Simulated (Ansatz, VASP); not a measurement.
One calculation of W, two programs

```xyz
1
Lattice="-1.5772 1.5772 1.6008 1.5772 -1.5772 1.6008 1.5772 1.5772 -1.6008" Properties=species:S:1:pos:R:3 pbc="T T T"
W     0.0000    0.0000    0.0000
```

Change from the starting cell: strain +0.000 along x and y, +0.015 along z, atoms carried along.

Alike in both runs: task single point; functional PBEsol; k mesh 26 × 26 × 26; occupations gaussian, width 0.15 eV; no spin polarisation.

```csv
,VASP,Ansatz
version,VASP 6.6.1,Ansatz 0.2.0
potentials or method,"VASP PAW PBE potentials, release 64 (W_sv), cutoff 520 eV","scalar-relativistic, plane waves, PAW"
valence electrons in the cell,14,14
```

```csv
,VASP,Ansatz,Ansatz less VASP
gap on the k mesh at the Fermi level (eV),none,none,-
pressure (GPa),-4.2,-4.7,-0.57
"traceless stress, the component that is largest in VASP (GPa)",-3.14,-3.15,-0.003
```

VASP's potentials were made for PBE, not for PBEsol. A gap of «none» marks a metal or a gap that the smearing closes. The functional is the same, so the differences come from potentials, cutoffs and numerics.

Neither program's run includes spin-orbit coupling.
